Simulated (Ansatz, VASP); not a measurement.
**One calculation of Cd2SeS, two programs**

```xyz
4
Lattice="1.9695 1.1371 6.4318 -1.9695 1.1371 6.4318 0.0000 -2.2742 6.4318" Properties=species:S:1:pos:R:3 pbc="T T T"
S     1.9695    1.1371    6.4318
Se    0.0000    0.0000    9.6478
Cd    0.0000    0.0000    4.8818
Cd    0.0000    0.0000   14.4137
```

Alike in both runs: task single point; functional LDA; k mesh 6 × 6 × 6; occupations fermi-dirac, width 0.02 eV; no spin polarisation.

|  | VASP | Ansatz |
| --- | --- | --- |
| version | VASP 6.6.1 | Ansatz 0.2.0 |
| potentials or method | VASP PAW LDA potentials, release 64 (S, Se, Cd) | plane waves |
| plane-wave cutoff (eV) | 520 | 420 |
| valence electrons in the cell | 36 | 62 |

Ansatz gave:

| Quantity | Value |
| --- | --- |
| pressure (GPa) | -4.7 |
| traceless stress, the component that is largest in VASP (GPa) | 0.10 |
| rms of the force components (eV/Å) | 0.016 |

Problem. Estimate VASP's values.

Solution. Pressure (GPa): -4.1; traceless stress, the component that is largest in VASP (GPa): 0.08; rms of the force components (eV/Å): 0.016.

LDA's correlation is that of Perdew and Zunger in VASP and of Perdew and Wang (1992) in Ansatz. Atom by atom the forces differ by 0.001 eV/Å (rms over components). VASP's potentials hold 36 valence electrons a cell and Ansatz's 62, so a difference there can come from the potentials and not from the codes.
